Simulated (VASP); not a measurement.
# Sb: electric field gradients with PBEsol+D4

Crystal: Sb.

```
CELL_PARAMETERS angstrom
2.15060 1.24165 3.74400
-2.15060 1.24165 3.74400
0.00000 -2.48330 3.74400
ATOMIC_POSITIONS crystal
Sb 0.23364 0.23364 0.23364
Sb 0.76636 0.76636 0.76636
```

* Program: VASP 6.6.1
* Task: electric field gradients
* Functional: PBEsol
* Dispersion: D4
* Potentials or basis: VASP PAW PBE potentials, release 64 (Sb_d_GW)
* Cutoff: 400 eV
* k mesh: 9 × 9 × 9
* Occupations: fermi-dirac, width 0.05 eV
* Spin: no spin polarisation
* Dipole correction: no
* Second run: valence_matched
* Further INCAR settings: ALGO = Normal; EDIFF = 1e-08; NBANDS = 22

```yaml
Pressure: -1.4 GPa
Largest_force: 0.143 eV/Å
Band_gap_on_the_k_mesh: 0.06 eV, indirect (least direct gap 0.49 eV)
Dispersion_energy_per_atom: -0.294 eV
```

Forces on the atoms (eV/Å):
```
Sb   0.000  0.000  0.143
Sb   0.000  0.000 -0.143
```

Stress tensor (GPa, compression positive):
```
-1.20  0.00  0.00
 0.00 -1.20  0.00
 0.00  0.00 -1.69
```

Levels at points of the mesh, in eV from the valence-band top:
```
           k point  band 13  band 14  band 15  band 16  band 17  band 18
(0.00, 0.00, 0.00)    -2.01    -1.74    -1.74     2.16     2.77     2.77
```

Electric field gradients, principal values (V/Å²):
| atom | least | middle | greatest (by size) |
| --- | --- | --- | --- |
| 1 Sb | 22.824 | 22.824 | -45.649 |
| 2 Sb | 22.824 | 22.824 | -45.649 |

It took 2.6 min on 1 thread of AMD EPYC 7R43 64-Core Processor (Zen 3), on a shared host, peak memory 0.18 GiB.

Caveat: without QUAD_EFG the Cq values of the log hold for a quadrupole moment of 1 mb, not for the nuclei; the PAW data sets were made with another functional, which shifts forces and pressure a little; spin-orbit coupling is left out, which moves the levels of the heavy elements. A k mesh can miss the band edges.
